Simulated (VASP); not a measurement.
# Al (Fm-3m) in VASP: single point with PBEsol+D4

Aim: the single point of Al with PBEsol+D4.

Program: VASP 6.6.1. These are calculated values, not measurements. Logs are shortened: lines on timing, memory, paths and dates and some standing lists are left out, and cuts for length are marked.

## (1) The cell of the first run

It takes space group Fm-3m (No. 225, cubic). The conventional cell has a = 3.984 Å, b = 3.984 Å, c = 3.984 Å, α = 90.00°, β = 90.00°, γ = 90.00°. Within 3.7 Å of Al (site symmetry m-3m) lie 12 Al at 2.82 Å.

## (2) Single point, PBEsol+D4

INCAR reads:

```
PREC = Accurate
ENCUT = 500
EDIFF = 1E-6
ISMEAR = 0
SIGMA = 0.1
LREAL = F
LASPH = T
NELM = 120
ALGO = Normal
ISIF = 2
LWAVE = F
LCHARG = T
GGA = PS
IVDW = 13
LELF = T
LVHAR = T
NBANDS = 8
GGA_COMPAT = F
```

KPOINTS reads:

```
Automatic mesh
0
Gamma
  18 18 18
```

POSCAR reads:

```
Al
1.0
    0.0000000000      1.9917899193      1.9917899193
    1.9917899193      0.0000000000      1.9917899193
    1.9917899193      1.9917899193      0.0000000000
Al
1
Direct
    0.0000000000      0.0000000000      0.0000000000
```

Potentials or basis: VASP PAW PBE potentials, release 64 (Al).

Command:

```sh
$ cat potpaw_PBE.64/Al/POTCAR > POTCAR
$ mpirun -np 1 vasp_std > vasp.out
```

OUTCAR:

```text
PREC = Accurate
   ENCUT = 500
   EDIFF = 1E-6
   ISMEAR = 0
   LREAL = F
   LASPH = T
   NELM = 120
   ISIF = 2
   GGA = PS
   IVDW = 13

 ion  position               nearest neighbor table
   1  0.000  0.000  0.000-

  LATTYP: Found a face centered cubic cell.
 ALAT       =     3.9835798386

  Lattice vectors:

 A1 = (   0.0000000000,   1.9917899193,   1.9917899193)
 A2 = (   1.9917899193,   0.0000000000,   1.9917899193)
 A3 = (   1.9917899193,   1.9917899193,   0.0000000000)

Analysis of symmetry for initial positions (statically):
=====================================================================
 Subroutine PRICEL returns:
 Original cell was already a primitive cell.

 Routine SETGRP: Setting up the symmetry group for a
 face centered cubic supercell.

 Subroutine GETGRP returns: Found 48 space group operations
 (whereof 48 operations were pure point group operations)
 out of a pool of 48 trial point group operations.

The static configuration has the point symmetry O_h .

Analysis of symmetry for dynamics (positions and initial velocities):
=====================================================================
 Subroutine PRICEL returns:
 Original cell was already a primitive cell.

 Routine SETGRP: Setting up the symmetry group for a
 face centered cubic supercell.

 Subroutine GETGRP returns: Found 48 space group operations
 (whereof 48 operations were pure point group operations)
 out of a pool of 48 trial point group operations.

The dynamic configuration has the point symmetry O_h .

 Subroutine INISYM returns: Found 48 space group operations
 (whereof 48 operations are pure point group operations),
 and found     1 'primitive' translations

----------------------------------------------------------------------------------------

                                     Primitive cell

  volume of cell :      15.8038

  direct lattice vectors                    reciprocal lattice vectors
     0.000000000  1.991789919  1.991789919    -0.251030490  0.251030490  0.251030490
     1.991789919  0.000000000  1.991789919     0.251030490 -0.251030490  0.251030490
     1.991789919  1.991789919  0.000000000     0.251030490  0.251030490 -0.251030490

  length of vectors
     2.816816317  2.816816317  2.816816317     0.434797563  0.434797563  0.434797563

  position of ions in fractional coordinates (direct lattice)
     0.000000000  0.000000000  0.000000000

  ion indices of the primitive-cell ions
   primitive index   ion index
                 1           1

----------------------------------------------------------------------------------------

 KPOINTS: Automatic mesh

Automatic generation of k-mesh.
 Grid dimensions read from file:
 generate k-points for:   18   18   18

 Generating k-lattice:

  Cartesian coordinates                     Fractional coordinates (reciprocal lattice)
    -0.013946138  0.013946138  0.013946138     0.055555556  0.000000000  0.000000000
     0.013946138 -0.013946138  0.013946138     0.000000000  0.055555556  0.000000000
     0.013946138  0.013946138 -0.013946138     0.000000000  0.000000000  0.055555556

  Length of vectors
     0.024155420  0.024155420  0.024155420

  Shift w.r.t. Gamma in fractional coordinates (k-lattice)
     0.000000000  0.000000000  0.000000000

 Subroutine IBZKPT returns following result:
 ===========================================

 Found    195 irreducible k-points:

 Following reciprocal coordinates:
            Coordinates               Weight
  0.000000  0.000000  0.000000      1.000000
  0.055556  0.000000  0.000000      8.000000
  0.111111  0.000000  0.000000      8.000000
  0.166667  0.000000  0.000000      8.000000
  0.222222  0.000000  0.000000      8.000000
  0.277778  0.000000  0.000000      8.000000
[... 16 lines left out ...]
 -0.277778  0.055556  0.000000     24.000000
 -0.222222  0.055556  0.000000     24.000000
 [... further k-points ...]
   k-points           NKPTS =    195   k-points in BZ     NKDIM =    195   number of bands    NBANDS=      8
   number of dos      NEDOS =    301   number of ions     NIONS =      1
   total plane-waves  NPLWV =  13824
   dimension x,y,z NGX =    24 NGY =   24 NGZ =   24
   dimension x,y,z NGXF=    48 NGYF=   48 NGZF=   48
   ions per type =               1
   NGX,Y,Z   is equivalent  to a cutoff of  14.16, 14.16, 14.16 a.u.
   NGXF,Y,Z  is equivalent  to a cutoff of  28.33, 28.33, 28.33 a.u.
 SYSTEM =  unknown system
   PREC   = accura    normal or accurate (medium, high low for compatibility)
   ISTART =      0    job   : 0-new  1-cont  2-samecut
   ICHARG =      2    charge: 1-file 2-atom 10-const
   ISPIN  =      1    spin polarized calculation?
   LNONCOLLINEAR =      F non collinear calculations
   LSORBIT =      F    spin-orbit coupling
   LASPH  =      T    aspherical Exc in radial PAW
   ENCUT  =  500.0 eV  36.75 Ry    6.06 a.u.   5.14  5.14  5.14*2*pi/ulx,y,z
   NELM   =    120;   NELMIN=  2; NELMDL= -5     # of ELM steps
   EDIFF  = 0.1E-05   stopping-criterion for ELM
   LREAL  =      F    real-space projection
   EDIFFG = 0.1E-04   stopping-criterion for IOM
   NSW    =      0    number of steps for IOM
   IBRION =     -1    ionic relax: 0-MD 1-quasi-New 2-CG
   NFREE  =      0    steps in history (QN), initial steepest desc. (CG)
   ISIF   =      2    stress and relaxation
   ISYM   =      2    0-nonsym 1-usesym 2-fastsym
   POTIM  = 0.5000    time-step for ionic-motion
   TEBEG  =    0.0;   TEEND  =   0.0 temperature during run
   PSTRESS=    0.0 pullay stress
   NELECT =       3.0000    total number of electrons
   NUPDOWN=      -1.0000    fix difference up-down
   EMIN   =  10.00;   EMAX   =-10.00  energy-range for DOS
   EFERMI =   0.00;   METHOD = LEGACY
   ISMEAR =     0;   SIGMA  =   0.10  broadening in eV -4-tet -1-fermi 0-gaus
   EFERMI_NEDOS =   21; number of points for ismear=-14 and -15
   IALGO  =     38    algorithm
   IMIX   =      4    mixing-type and parameters
     AMIX     =   0.40;   BMIX     =  1.00
     AMIX_MAG =   1.60;   BMIX_MAG =  1.00
  volume/ion in A,a.u.               =      15.80       106.65
  Fermi-wavevector in a.u.,A,eV,Ry     =   0.940867  1.777981 12.044303  0.885231
  Thomas-Fermi vector in A             =   2.068322
   LORBIT       =      0    0 simple, 1 ext, 2 COOP (PROOUT), +10 PAW based schemes
   GGA     = PS    functional components
   LHFCALC =     F    Hartree Fock is set to
   AEXX    =    0.0000 exact exchange contribution
   IVDW    =    13    specifies the selected vdW correction
   LEPSILON=     F    determine dielectric tensor
   LRPA    =     F    only Hartree local field effects (RPA)
 non-spin polarized calculation
 Gauss-broadening in eV      SIGMA  =   0.10
  energy-cutoff  :      500.00
  volume of cell :       15.80
 maximum number of plane-waves:       412
 NGX is ok and might be reduce to    24
   NGX = 11   NGY = 11   NGZ = 11

 number of electron       3.0000000 magnetization

 Free energy of the ion-electron system (eV)
  ---------------------------------------------------
  ext. energy  EPLUGINS =         0.00000000
  ---------------------------------------------------
  free energy    TOTEN  =        -4.08818589 eV

  energy without entropy =       -4.08525096  energy(sigma->0) =       -4.08671842

 E-fermi :   8.3987     XC(G=0): -10.4150

 val. band max:        8.3750288942   @ k =   0.5000   0.4444   0.0556
 cond. band min:       8.3990028320   @ k =  -0.4444   0.3333   0.1111
 fundamental gap:      0.0239739378
 Fermi energy:         8.3986807769

 k-point     1 :       0.0000    0.0000    0.0000
  band No.  band energies     occupation
      1      -3.0248      2.00000
      2      21.2413      0.00000
      3      21.2413      0.00000
      4      21.2413      0.00000
      5      23.0649      0.00000
      6      23.0649      0.00000
      7      23.0649      0.00000
      8      25.2080      0.00000

 k-point     2 :       0.0556    0.0000    0.0000
  band No.  band energies     occupation
      1      -2.9384      2.00000
      2      19.7519      0.00000
      3      20.9673      0.00000
      4      20.9673      0.00000
      5      23.4753      0.00000
      6      23.4753      0.00000
      7      23.5739      0.00000
      8      26.1274      0.00000

 k-point     3 :       0.1111    0.0000    0.0000
  band No.  band energies     occupation
      1      -2.6798      2.00000
      2      17.4907      0.00000
      3      20.4826      0.00000
      4      20.4826      0.00000
      5      23.5999      0.00000
      6      24.3438      0.00000
      7      24.3438      0.00000
      8      26.6994      0.00000

 k-point     4 :       0.1667    0.0000    0.0000
  band No.  band energies     occupation
      1      -2.2499      2.00000
      2      15.2043      0.00000
      3      20.0460      0.00000
      4      20.0460      0.00000
      5      23.4161      0.00000
      6      24.9477      0.00000
      7      24.9477      0.00000
      8      26.0399      0.00000

 k-point     5 :       0.2222    0.0000    0.0000
  band No.  band energies     occupation
      1      -1.6503      2.00000
      2      12.9933      0.00000
      3      19.7213      0.00000
      4      19.7213      0.00000
      5      23.2299      0.00000
      6      24.0775      0.00000
      7      24.0775      0.00000
      8      27.0714      0.00000
[... 177 lines left out ...]
 k-point    22 :      -0.3333    0.0556    0.0000
  band No.  band energies     occupation
      1       0.4695      2.00000
      2       8.3518      1.49237
      3      17.7619      0.00000
      4      20.6902      0.00000
      5      20.7713      0.00000
      6      22.2322      0.00000
      7      23.8215      0.00000
      8      26.7639      0.00000

 k-point    23 :      -0.2778    0.0556    0.0000
  band No.  band energies     occupation
      1      -0.5156      2.00000
      2      10.2817      0.00000
      3      17.7808      0.00000
      4      20.7300      0.00000
      5      21.6295      0.00000
      6      23.1102      0.00000
      7      23.7812      0.00000
      8      27.5734      0.00000

 k-point    24 :      -0.2222    0.0556    0.0000
  band No.  band energies     occupation
      1      -1.3373      2.00000
      2      12.3370      0.00000
      3      17.9463      0.00000
      4      20.8623      0.00000
      5      22.6527      0.00000
      6      23.7517      0.00000
      7      24.2083      0.00000
      8      26.4414      0.00000

 [... further k-points ...]

------------------------ aborting loop because EDIFF is reached ----------------------------------------

  DFT-D4 for vdW energy calculation

  Edisp (eV):   -0.20840

  FORCE on cell =-STRESS in cart. coord.  units (eV):
  Direction    XX          YY          ZZ          XY          YZ          ZX
  --------------------------------------------------------------------------------------
  -------------------------------------------------------------------------------------
  Total       0.00800     0.00800     0.00800    -0.00000    -0.00000    -0.00000
  in kB       0.81099     0.81099     0.81099    -0.00000    -0.00000    -0.00000
  external pressure =        0.81 kB  Pullay stress =        0.00 kB

 VOLUME and BASIS-vectors are now :
 -----------------------------------------------------------------------------
  energy-cutoff  :      500.00
  volume of cell :       15.80
      direct lattice vectors                 reciprocal lattice vectors
     0.000000000  1.991789919  1.991789919    -0.251030490  0.251030490  0.251030490
     1.991789919  0.000000000  1.991789919     0.251030490 -0.251030490  0.251030490
     1.991789919  1.991789919  0.000000000     0.251030490  0.251030490 -0.251030490

 POSITION                                       TOTAL-FORCE (eV/Angst)
 -----------------------------------------------------------------------------------
      0.00000      0.00000      0.00000        -0.000000      0.000000      0.000000
 -----------------------------------------------------------------------------------
    total drift:                                0.000000     -0.000000     -0.000000

  FREE ENERGIE OF THE ION-ELECTRON SYSTEM (eV)
  ---------------------------------------------------
  free  energy   TOTEN  =        -4.2965894856 eV

  energy  without entropy=       -4.2936545615  energy(sigma->0) =       -4.29512202
```

Run time: 24 s. Hardware: 1 thread of Intel Xeon 8259CL, shared host; peak memory 0.14 GiB.

Results:

- Free energy: -4.2966 eV
- Pressure: 0.1 GPa
- Band gap on the k mesh: zero (an odd number of electrons rules out a gap without spin polarisation)
- Dispersion energy per atom: -0.208 eV

Caveat: the PAW data sets were made with another functional, which shifts forces and pressure a little.
